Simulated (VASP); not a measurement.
Runs of VASP 6.6.1 on Sr. The structure is that of space group P6/mmm (No. 191), or close to it. The cells are those of the table. This isn't the form of Sr at room conditions, which is fcc.

| cell | gap on the mesh (eV) | pressure (GPa) |
| --- | --- | --- |
| a = 11.297, b = 11.297, c = 4.182 Å, angles 90.0, 90.0, 120.0°, 1 atom | - | (a) |
| a = 11.599, b = 11.599, c = 3.967 Å, angles 90.0, 90.0, 120.0°, 1 atom | none | 0.1 |
| a = 10.340, b = 10.340, c = 4.993 Å, angles 90.0, 90.0, 120.0°, 1 atom | 0.58 | -0.1 |
| a = 10.644, b = 10.644, c = 4.711 Å, angles 90.0, 90.0, 120.0°, 1 atom | (b) | 0.0 |

Alike in all rows: task single point; level PBE+D3(BJ); potentials or basis VASP PAW PBE potentials, release 64 (Sr_sv); no spin polarisation; k mesh 6 × 6 × 8; cutoff (eV) 520; smearing gaussian 0.03 eV.

**Question.** Estimate the missing entries.

**Answer.** (a) 0.2; (b) 0.44.

A k mesh can miss the band edges, and the runs leave out spin-orbit coupling on Sr.

A gap of «none» marks levels without a gap at the run's occupations.
